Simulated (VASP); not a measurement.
# AlNi (P4/mmm) in VASP: a series of runs, part 2 of 2

VASP 6.6.1.

**3. Single point, PBE (strain +0.040 along x and y, -0.040 along z)**

File INCAR:

```
  ALGO = Normal
  EDIFF = 1E-7
  ENCUT = 520
  GGA = PE
  ISIF = 2
  ISMEAR = 0
  LASPH = T
  LCHARG = T
  LELF = T
  LREAL = F
  LVHAR = T
  LWAVE = F
  NBANDS = 14
  NELM = 100
  PREC = Accurate
  SIGMA = 0.15
```

File KPOINTS:

```
k-points
0
Gamma
  16 16 16
```

File POSCAR:

```
AlNi
1.0
    2.9962400000      0.0000000000      0.0000000000
    0.0000000000      2.9962400000      0.0000000000
    0.0000000000      0.0000000000      2.7657600000
Al Ni
1 1
Direct
    0.0000000000      0.0000000000      0.0000000000
    0.5000000000      0.5000000000      0.5000000000
```

Potentials or basis: VASP PAW PBE potentials, release 64 (Al, Ni).

Started as:

```console
$ cat potpaw_PBE.64/Al/POTCAR potpaw_PBE.64/Ni/POTCAR > POTCAR
$ mpirun -np 1 vasp_std > vasp.out
```

Run time: 38 s. Hardware: 1 thread of Intel Xeon 6975P-C (Granite Rapids), shared host; peak memory 0.25 GiB.

Results (log left out):

- Free energy: -10.5095 eV
- Pressure: -3.3 GPa

Stress tensor (GPa, compression positive):
```
-5.60  0.00  0.00
 0.00 -5.60  0.00
 0.00  0.00  1.19
```

Levels at points of the mesh, in eV from the Fermi level:
| k point | band 4 | band 5 | band 6 | band 7 | band 8 | band 9 | band 10 | band 11 |
| --- | --- | --- | --- | --- | --- | --- | --- | --- |
| (0.00, 0.00, 0.00) | -1.61 | -1.39 | -1.39 | 4.43 | 4.43 | 7.30 | 7.66 | 7.98 |
| (0.50, 0.00, 0.00) | -2.29 | -1.87 | -1.33 | -0.82 | 8.03 | 8.86 | 9.50 | 11.59 |
| (0.50, 0.50, 0.00) | -3.12 | -1.76 | -1.76 | -1.09 | 0.92 | 1.84 | 13.24 | 15.66 |
| (0.00, 0.00, 0.50) | -2.29 | -2.29 | -1.48 | -0.27 | 8.28 | 9.20 | 9.20 | 10.31 |
| (0.50, 0.00, 0.50) | -2.39 | -2.13 | -2.03 | -0.95 | 1.72 | 2.50 | 11.29 | 13.89 |
| (0.50, 0.50, 0.50) | -1.04 | -0.87 | 2.02 | 2.02 | 2.15 | 3.39 | 3.72 | 4.55 |

Caveat: the cell differs from its parent crystal (strain +0.040 along x and y, -0.040 along z). Spin polarisation is off, so any magnetic state and its effect on volume and gap are missing.

**4. Single point, PBE (strain +0.040 along x and y, +0.000 along z)**

File INCAR:

```
SYSTEM = AlNi
  PREC = Accurate
  ENCUT = 520
  EDIFF = 1E-7
  ISMEAR = 0
  SIGMA = 0.15
  LREAL = .FALSE.
  LASPH = .TRUE.
  NELM = 100
  ALGO = Normal
  ISIF = 2
  LWAVE = .FALSE.
  LCHARG = .FALSE.
  GGA = PE
  NBANDS = 14
```

File KPOINTS:

```
Automatic mesh
0
G
  16 16 16
  0 0 0
```

Edit POSCAR of step 3 so:

```diff
@@ -4,3 +4,3 @@
     0.0000000000      2.9962400000      0.0000000000
-    0.0000000000      0.0000000000      2.7657600000
+    0.0000000000      0.0000000000      2.8810000000
 Al Ni
```

Potentials or basis: VASP PAW PBE potentials, release 64 (Al, Ni).

Started as:

```console
$ cat potpaw_PBE.64/Al/POTCAR potpaw_PBE.64/Ni/POTCAR > POTCAR
$ mpirun -np 1 vasp_std > vasp.out
```

OUTCAR:

```text
SYSTEM = AlNi
   PREC = Accurate
   ENCUT = 520
   EDIFF = 1E-7
   ISMEAR = 0
   LREAL = .FALSE.
   LASPH = .TRUE.
   NELM = 100
   ISIF = 2
   GGA = PE

 ion  position               nearest neighbor table
   1  0.000  0.000  0.000-   2 2.56   2 2.56   2 2.56   2 2.56   2 2.56   2 2.56   2 2.56   2 2.56

   2  0.500  0.500  0.500-   1 2.56   1 2.56   1 2.56   1 2.56   1 2.56   1 2.56   1 2.56   1 2.56

  LATTYP: Found a simple tetragonal cell.
 ALAT       =     2.9962400000
 C/A-ratio  =     0.9615384615

  Lattice vectors:

 A1 = (   2.9962400000,   0.0000000000,   0.0000000000)
 A2 = (   0.0000000000,   2.9962400000,   0.0000000000)
 A3 = (   0.0000000000,   0.0000000000,   2.8810000000)

Analysis of symmetry for initial positions (statically):
=====================================================================
 Subroutine PRICEL returns:
 Original cell was already a primitive cell.

 Routine SETGRP: Setting up the symmetry group for a
 simple tetragonal supercell.

 Subroutine GETGRP returns: Found 16 space group operations
 (whereof 16 operations were pure point group operations)
 out of a pool of 16 trial point group operations.

The static configuration has the point symmetry D_4h.

[... 169 lines left out ...]
  band No.  band energies     occupation
      1      -1.5535      2.00000
      2       6.1419      2.00000
      3       6.1655      2.00000
      4       7.5746      2.00000
      5       7.6751      2.00000
      6       7.6751      2.00000
      7      13.7689      0.00000
      8      13.7689      0.00000
      9      15.1098      0.00000
     10      16.7415      0.00000
     11      16.9709      0.00000
     12      21.5046      0.00000
     13      28.4849      0.00000
     14      29.3693      0.00000
[... 377 lines left out ...]
      1       2.4362      2.00000
      2       2.8930      2.00000
      3       6.5913      2.00000
      4       6.8689      2.00000
      5       7.1564      2.00000
      6       7.6689      2.00000
      7       8.3360      2.00000
      8      15.3431      0.00000
      9      16.2149      0.00000
     10      19.8308      0.00000
     11      19.8685      0.00000
     12      19.8995      0.00000
     13      23.8133      0.00000
     14      24.3452      0.00000

 [... further k-points ...]
[... 5 lines left out ...]
  --------------------------------------------------------------------------------------
  -------------------------------------------------------------------------------------
  Total       -1.5898754     -1.5898754     -1.1472327      0.0000000     -0.0000000      0.0000000
  in kB      -98.4866186    -98.4866186    -71.0666163      0.0000000     -0.0000000      0.0000000
  external PRESSURE =     -89.3466178 kB  Pullay stress =       0.0000000 kB

 VOLUME and BASIS-vectors are now :
 -----------------------------------------------------------------------------
  energy-cutoff  :      520.00
  volume of cell :       25.86
      direct lattice vectors                 reciprocal lattice vectors
     2.996240000  0.000000000  0.000000000     0.333751635  0.000000000  0.000000000
     0.000000000  2.996240000  0.000000000     0.000000000  0.333751635  0.000000000
     0.000000000  0.000000000  2.881000000     0.000000000  0.000000000  0.347101701

 POSITION                                       TOTAL-FORCE (eV/Angst)
 -----------------------------------------------------------------------------------
      0.00000      0.00000      0.00000         0.000000      0.000000      0.000000
      1.49812      1.49812      1.44050         0.000000      0.000000      0.000000
 -----------------------------------------------------------------------------------
    total drift:                                0.000000      0.000000     -0.000000

  FREE ENERGIE OF THE ION-ELECTRON SYSTEM (eV)
  ---------------------------------------------------
  free  energy   TOTEN  =       -10.4888414606 eV

  energy  without entropy=      -10.4785222611  energy(sigma->0) =      -10.48368186
```

stdout:

```text
POSCAR found type information on POSCAR AlNi
 POSCAR found :  2 types and       2 ions
 scaLAPACK will be used
 LDA part: xc-table for (Slater+PW92), standard interpolation
 POSCAR, INCAR and KPOINTS ok, starting setup
 FFT: planning ... GRIDC
 FFT: planning ... GRID_SOFT
 FFT: planning ... GRID
 WAVECAR not read
 entering main loop
```

Run time: 35 s. Hardware: 1 thread of Intel Xeon 6975P-C (Granite Rapids), shared host; peak memory 0.26 GiB.

Results:

```
Free energy : -10.4888 eV
Pressure    : -8.9 GPa
```

Caveat: the cell differs from its parent crystal (strain +0.040 along x and y, +0.000 along z). Spin polarisation is off, so any magnetic state and its effect on volume and gap are missing.

**5. Overview**

```tsv
cell	gap on the mesh (eV)	pressure (GPa)
a = 2.881, b = 2.881, c = 2.996 Å, 2 atoms	none	-3.8
a = 2.996, b = 2.996, c = 2.766 Å, 2 atoms	none	-3.3
a = 2.996, b = 2.996, c = 2.881 Å, 2 atoms	none	-8.9
```

Alike in all rows: task single point; level PBE; potentials or basis VASP PAW PBE potentials, release 64 (Al, Ni); no spin polarisation; k mesh 16 × 16 × 16; cutoff (eV) 520; smearing gaussian 0.15 eV.

Absolute energies hang on the potentials; compare differences alone.
